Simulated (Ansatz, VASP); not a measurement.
## Hf2S: VASP beside Ansatz

```
Hf S
1.0
     3.34653    0.00000    0.00000
    -1.67327    2.89818    0.00000
     0.00000    0.00000   11.66424
Hf S
4 2
Direct
  0.66667 0.33333 0.89862
  0.33333 0.66667 0.39862
  0.66667 0.33333 0.60138
  0.33333 0.66667 0.10138
  0.00000 0.00000 0.75000
  0.00000 0.00000 0.25000
```

Alike in both runs: functional PBEsol; k mesh 12 × 12 × 4; occupations gaussian, width 0.1 eV; no spin polarisation.

Ansatz relaxed the structure, and its values are those at the end. VASP's run is a single point on that final structure, the one shown.

```csv
,VASP,Ansatz
version,VASP 6.6.1,Ansatz 0.2.0
potentials or method,"VASP PAW PBE potentials, release 64 (Hf_pv, S), cutoff 520 eV","scalar-relativistic, plane waves, PAW"
valence electrons in the cell,52,116
```

VASP gave:

* gap on the k mesh at the Fermi level (eV): none
* pressure (GPa): -0.4
* rms of the force components (eV/Å): 0.003

Q: Estimate Ansatz's values.

A: gap on the k mesh at the Fermi level (eV): none; pressure (GPa): 0.0; rms of the force components (eV/Å): 0.000.

VASP's potentials were made for PBE, not for PBEsol. A gap of «none» marks a metal or a gap that the smearing closes. The functional is the same, so the differences come from potentials, cutoffs and numerics. VASP's potentials hold 52 valence electrons a cell and Ansatz's 116, so a difference there can come from the potentials and not from the codes.

Neither program's run includes spin-orbit coupling.
